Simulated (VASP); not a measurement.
# NaF (P6_3/mmc) in VASP: notebook

The runs below take NaF through single point, with PBE.

Program: VASP 6.6.1. These are calculated values, not measurements. Logs are shortened: lines on timing, memory, paths and dates and some standing lists are left out, and cuts for length are marked.

### Step 1. The cell of the first run

The structure is hexagonal, space group P6_3/mmc (No. 194). Conventional cell: a = 3.187 Å, b = 3.187 Å, c = 5.576 Å, α = 90.00°, β = 90.00°, γ = 120.00°. Na (site symmetry -3m) has 6 F at 2.31 Å and 8 Na at 2.79 to 3.19 Å within 3.2 Å. F (site symmetry -6m2) has 6 Na at 2.31 Å and 6 F at 3.19 Å within 3.2 Å.

### Step 2. Single point, PBE (12.26 Å³/atom)

File INCAR:

```
PREC = Accurate
ENCUT = 520
EDIFF = 1E-6
ISMEAR = 0
SIGMA = 0.01
LREAL = F
LASPH = T
NELM = 60
ALGO = Normal
ISIF = 2
LWAVE = F
LCHARG = T
GGA = PE
LELF = T
LVHAR = T
NBANDS = 22
```

File KPOINTS:

```
Automatic mesh
0
Gamma
  9 9 4
```

File POSCAR:

```
NaF
1.0
    3.1871769661      0.0000000000      0.0000000000
   -1.5935884830      2.7601762190      0.0000000000
    0.0000000000      0.0000000000      5.5763634656
Na F
2 2
Direct
    0.0000000000      0.0000000000      0.0000000000
    0.0000000000      0.0000000000      0.5000000000
    0.3333333333      0.6666666667      0.2500000000
    0.6666666667      0.3333333333      0.7500000000
```

Potentials or basis: VASP PAW PBE potentials, release 64 (Na_pv, F).

On the command line:

```bash
$ cat potpaw_PBE.64/Na_pv/POTCAR potpaw_PBE.64/F/POTCAR > POTCAR
$ mpirun -np 1 vasp_std > vasp.out
```

OUTCAR:

```text
PREC = Accurate
   ENCUT = 520
   EDIFF = 1E-6
   ISMEAR = 0
   LREAL = F
   LASPH = T
   NELM = 60
   ISIF = 2
   GGA = PE

 ion  position               nearest neighbor table
   1  0.000  0.000  0.000-   3 2.31   4 2.31   3 2.31   4 2.31   4 2.31   3 2.31   2 2.79   2 2.79

   2  0.000  0.000  0.500-   3 2.31   4 2.31   3 2.31   4 2.31   4 2.31   3 2.31   1 2.79   1 2.79

   3  0.333  0.667  0.250-   1 2.31   2 2.31   1 2.31   2 2.31   1 2.31   2 2.31
   4  0.667  0.333  0.750-   1 2.31   2 2.31   1 2.31   2 2.31   1 2.31   2 2.31

  LATTYP: Found a hexagonal cell.
 ALAT       =     3.1871769661
 C/A-ratio  =     1.7496246757

  Lattice vectors:

 A1 = (   3.1871769661,   0.0000000000,   0.0000000000)
 A2 = (  -1.5935884830,   2.7601762190,   0.0000000000)
 A3 = (   0.0000000000,   0.0000000000,   5.5763634656)

Analysis of symmetry for initial positions (statically):
=====================================================================
 Subroutine PRICEL returns:
 Original cell was already a primitive cell.

 Routine SETGRP: Setting up the symmetry group for a
 hexagonal supercell.

 Subroutine GETGRP returns: Found 24 space group operations
 (whereof 12 operations were pure point group operations)
 out of a pool of 24 trial point group operations.

The static configuration has the point symmetry D_3d.
 The point group associated with its full space group is D_6h.

Analysis of symmetry for dynamics (positions and initial velocities):
=====================================================================
 Subroutine PRICEL returns:
 Original cell was already a primitive cell.

 Routine SETGRP: Setting up the symmetry group for a
 hexagonal supercell.

 Subroutine GETGRP returns: Found 24 space group operations
 (whereof 12 operations were pure point group operations)
 out of a pool of 24 trial point group operations.

The dynamic configuration has the point symmetry D_3d.
 The point group associated with its full space group is D_6h.

 Subroutine INISYM returns: Found 24 space group operations
 (whereof 12 operations are pure point group operations),
 and found     1 'primitive' translations

----------------------------------------------------------------------------------------

                                     Primitive cell

  volume of cell :      49.0562

[... 91 lines left out ...]
   NELM   =     60;   NELMIN=  2; NELMDL= -5     # of ELM steps
   EDIFF  = 0.1E-05   stopping-criterion for ELM
   LREAL  =      F    real-space projection
   EDIFFG = 0.1E-04   stopping-criterion for IOM
   NSW    =      0    number of steps for IOM
   IBRION =     -1    ionic relax: 0-MD 1-quasi-New 2-CG
   NFREE  =      0    steps in history (QN), initial steepest desc. (CG)
   ISIF   =      2    stress and relaxation
   ISYM   =      2    0-nonsym 1-usesym 2-fastsym
   POTIM  = 0.5000    time-step for ionic-motion
   TEBEG  =    0.0;   TEEND  =   0.0 temperature during run
   PSTRESS=    0.0 pullay stress
   NELECT =      28.0000    total number of electrons
   NUPDOWN=      -1.0000    fix difference up-down
   EMIN   =  10.00;   EMAX   =-10.00  energy-range for DOS
   EFERMI =   0.00;   METHOD = LEGACY
   ISMEAR =     0;   SIGMA  =   0.01  broadening in eV -4-tet -1-fermi 0-gaus
   EFERMI_NEDOS =   21; number of points for ismear=-14 and -15
   IALGO  =     38    algorithm
   IMIX   =      4    mixing-type and parameters
     AMIX     =   0.40;   BMIX     =  1.00
     AMIX_MAG =   1.60;   BMIX_MAG =  1.00
  volume/ion in A,a.u.               =      12.26        82.76
  Fermi-wavevector in a.u.,A,eV,Ry     =   1.357989  2.566227 25.090957  1.844133
  Thomas-Fermi vector in A             =   2.484860
   LORBIT       =      0    0 simple, 1 ext, 2 COOP (PROOUT), +10 PAW based schemes
   GGA     = PE    functional components
   LHFCALC =     F    Hartree Fock is set to
   AEXX    =    0.0000 exact exchange contribution
   IVDW    =     0    specifies the selected vdW correction
   LEPSILON=     F    determine dielectric tensor
   LRPA    =     F    only Hartree local field effects (RPA)
 non-spin polarized calculation
 Gauss-broadening in eV      SIGMA  =   0.01
  energy-cutoff  :      520.00
  volume of cell :       49.06
 maximum number of plane-waves:      1344
 NGX is ok and might be reduce to    24
   NGX = 11   NGY = 11   NGZ = 21

 number of electron      28.0000009 magnetization

 Free energy of the ion-electron system (eV)
  ---------------------------------------------------
  ext. energy  EPLUGINS =         0.00000000
  ---------------------------------------------------
  free energy    TOTEN  =       -16.93122644 eV

  energy without entropy =      -16.93122644  energy(sigma->0) =      -16.93122644

 E-fermi :  -1.8725     XC(G=0):  -9.2190

 val. band max:       -1.9279971715   @ k =   0.0000   0.0000   0.0000
 cond. band min:       4.3731214975   @ k =   0.0000   0.0000   0.0000
 fundamental gap:      6.3011186690
 Fermi energy:        -1.8724576529

 k-point     1 :       0.0000    0.0000    0.0000
  band No.  band energies     occupation
      1     -22.0022      2.00000
      2     -21.1962      2.00000
      3     -21.0821      2.00000
      4     -21.0821      2.00000
      5     -21.0480      2.00000
      6     -21.0480      2.00000
[... 589 lines left out ...]
     21      16.1632      0.00000
     22      17.9583      0.00000

 [... further k-points ...]

------------------------ aborting loop because EDIFF is reached ----------------------------------------

  FORCE on cell =-STRESS in cart. coord.  units (eV):
  Direction    XX          YY          ZZ          XY          YZ          ZX
  --------------------------------------------------------------------------------------
  -------------------------------------------------------------------------------------
  Total        0.9000309      0.9000309      1.0179543      0.0000000     -0.0000000      0.0000000
  in kB       29.3950327     29.3950327     33.2464121      0.0000000     -0.0000000      0.0000000
  external PRESSURE =      30.6788258 kB  Pullay stress =       0.0000000 kB

 VOLUME and BASIS-vectors are now :
 -----------------------------------------------------------------------------
  energy-cutoff  :      520.00
  volume of cell :       49.06
      direct lattice vectors                 reciprocal lattice vectors
     3.187176966  0.000000000  0.000000000     0.313757288  0.181147854  0.000000000
    -1.593588483  2.760176219  0.000000000     0.000000000  0.362295709  0.000000000
     0.000000000  0.000000000  5.576363466     0.000000000  0.000000000  0.179328339

 POSITION                                       TOTAL-FORCE (eV/Angst)
 -----------------------------------------------------------------------------------
      0.00000      0.00000      0.00000         0.000000      0.000000     -0.000000
      0.00000      0.00000      2.78818         0.000000      0.000000     -0.000000
     -0.00000      1.84012      1.39409         0.000000      0.000000      0.000000
      1.59359      0.92006      4.18227        -0.000000     -0.000000     -0.000000
 -----------------------------------------------------------------------------------
    total drift:                               -0.000000      0.000000      0.000000

  FREE ENERGIE OF THE ION-ELECTRON SYSTEM (eV)
  ---------------------------------------------------
  free  energy   TOTEN  =       -16.9312264403 eV

  energy  without entropy=      -16.9312264403  energy(sigma->0) =      -16.93122644
```

stdout:

```text
POSCAR found type information on POSCAR NaF
 POSCAR found :  2 types and       4 ions
 scaLAPACK will be used
 LDA part: xc-table for (Slater+PW92), standard interpolation
 POSCAR, INCAR and KPOINTS ok, starting setup
 FFT: planning ... GRIDC
 FFT: planning ... GRID_SOFT
 FFT: planning ... GRID
 WAVECAR not read
 entering main loop
```

Wall time 59 s (1 thread of AMD EPYC 7R13, shared host); peak memory 0.14 GiB.

What came out:

| Property | Result |
| --- | --- |
| Free energy | -16.9312 eV |
| Pressure | 3.1 GPa |
| Band gap on the k mesh | 6.30 eV |

Caveat: the cell stands under pressure.

### Step 3. Single point, PBE (12.66 Å³/atom)

This run uses another cell than the first one, of 12.66 Å³/atom.

File INCAR:

```
  ALGO = Normal
  EDIFF = 1E-6
  ENCUT = 520
  GGA = PE
  ISIF = 2
  ISMEAR = 0
  LASPH = True
  LCHARG = False
  LREAL = False
  LWAVE = False
  NBANDS = 22
  NELM = 60
  PREC = Accurate
  SIGMA = 0.01
```

File KPOINTS:

```
k-points
0
Gamma
  9 9 4
```

File POSCAR:

```
NaF
1.0
    3.2207286629      0.0000000000      0.0000000000
   -1.6103643314      2.7892328408      0.0000000000
    0.0000000000      0.0000000000      5.6350663423
Na F
2 2
Direct
    0.0000000000      0.0000000000      0.0000000000
    0.0000000000      0.0000000000      0.5000000000
    0.3333333333      0.6666666667      0.2500000000
    0.6666666667      0.3333333333      0.7500000000
```

Potentials or basis: VASP PAW PBE potentials, release 64 (Na_pv, F).

On the command line:

```bash
$ cat potpaw_PBE.64/Na_pv/POTCAR potpaw_PBE.64/F/POTCAR > POTCAR
$ mpirun -np 1 vasp_std > vasp.out
```

OUTCAR:

```text
EDIFF = 1E-6
   ENCUT = 520
   GGA = PE
   ISIF = 2
   ISMEAR = 0
   LASPH = True
   LREAL = False
   NELM = 60
   PREC = Accurate

 ion  position               nearest neighbor table
   1  0.000  0.000  0.000-   3 2.33   4 2.33   4 2.33   3 2.33   4 2.33   3 2.33
   2  0.000  0.000  0.500-   3 2.33   4 2.33   4 2.33   3 2.33   4 2.33   3 2.33
   3  0.333  0.667  0.250-   1 2.33   2 2.33   1 2.33   2 2.33   1 2.33   2 2.33
   4  0.667  0.333  0.750-   1 2.33   2 2.33   1 2.33   2 2.33   1 2.33   2 2.33

  LATTYP: Found a hexagonal cell.
 ALAT       =     3.2207286629
 C/A-ratio  =     1.7496246757

  Lattice vectors:

 A1 = (   3.2207286629,   0.0000000000,   0.0000000000)
 A2 = (  -1.6103643314,   2.7892328408,   0.0000000000)
 A3 = (   0.0000000000,   0.0000000000,   5.6350663423)

Analysis of symmetry for initial positions (statically):
=====================================================================
 Subroutine PRICEL returns:
 Original cell was already a primitive cell.

 Routine SETGRP: Setting up the symmetry group for a
 hexagonal supercell.

[... 170 lines left out ...]

  energy without entropy =      -16.95510507  energy(sigma->0) =      -16.95510507

 E-fermi :  -2.0195     XC(G=0):  -9.0693

 val. band max:       -2.0672744274   @ k =   0.0000   0.0000   0.0000
 cond. band min:       4.0660188391   @ k =   0.0000   0.0000   0.0000
 fundamental gap:      6.1332932665
 Fermi energy:        -2.0194786595

 k-point     1 :       0.0000    0.0000    0.0000
  band No.  band energies     occupation
      1     -22.1116      2.00000
      2     -21.3094      2.00000
      3     -21.3094      2.00000
      4     -21.2803      2.00000
      5     -21.2786      2.00000
      6     -21.2786      2.00000
[... 589 lines left out ...]
     21      15.6754      0.00000
     22      17.4550      0.00000

 [... further k-points ...]

------------------------ aborting loop because EDIFF is reached ----------------------------------------

  FORCE on cell =-STRESS in cart. coord.  units (eV):
  Direction    XX          YY          ZZ          XY          YZ          ZX
  --------------------------------------------------------------------------------------
  -------------------------------------------------------------------------------------
  Total        0.4030589      0.4030589      0.4686168      0.0000000      0.0000000      0.0000000
  in kB       12.7567820     12.7567820     14.8316843      0.0000000      0.0000000      0.0000000
  external PRESSURE =      13.4484161 kB  Pullay stress =       0.0000000 kB

 VOLUME and BASIS-vectors are now :
 -----------------------------------------------------------------------------
  energy-cutoff  :      520.00
  volume of cell :       50.62
      direct lattice vectors                 reciprocal lattice vectors
     3.220728663  0.000000000  0.000000000     0.310488745  0.179260760  0.000000000
    -1.610364331  2.789232841  0.000000000     0.000000000  0.358521521  0.000000000
     0.000000000  0.000000000  5.635066342     0.000000000  0.000000000  0.177460200

 POSITION                                       TOTAL-FORCE (eV/Angst)
 -----------------------------------------------------------------------------------
      0.00000      0.00000      0.00000        -0.000000      0.000000      0.000000
      0.00000      0.00000      2.81753        -0.000000      0.000000      0.000000
     -0.00000      1.85949      1.40877         0.000000     -0.000000      0.000000
      1.61036      0.92974      4.22630        -0.000000      0.000000     -0.000000
 -----------------------------------------------------------------------------------
    total drift:                               -0.000000      0.000000     -0.000000

  FREE ENERGIE OF THE ION-ELECTRON SYSTEM (eV)
  ---------------------------------------------------
  free  energy   TOTEN  =       -16.9551050736 eV

  energy  without entropy=      -16.9551050736  energy(sigma->0) =      -16.95510507
```

Run time: 56 s. Hardware: 1 thread of AMD EPYC 7R13, shared host; peak memory 0.14 GiB.

Results:

```yaml
Free_energy: -16.9551 eV
Pressure: 1.3 GPa
Band_gap_on_the_k_mesh: 6.13 eV
```

Stress tensor (GPa, compression positive):
```
1.28 0.00 0.00
0.00 1.28 0.00
0.00 0.00 1.48
```

Levels at points of the mesh, in eV from the valence-band top:
```csv
k point,band 10,band 11,band 12,band 13,band 14,band 15,band 16,band 17,band 18,band 19
"(0.00, 0.00, 0.00)",-0.20,-0.19,-0.19,0.00,0.00,6.13,10.59,11.76,16.90,19.83
"(0.00, 0.00, 0.50)",-1.02,-0.10,-0.10,-0.10,-0.10,7.87,7.87,14.59,14.59,19.90
```

[end of part 1 of 2]
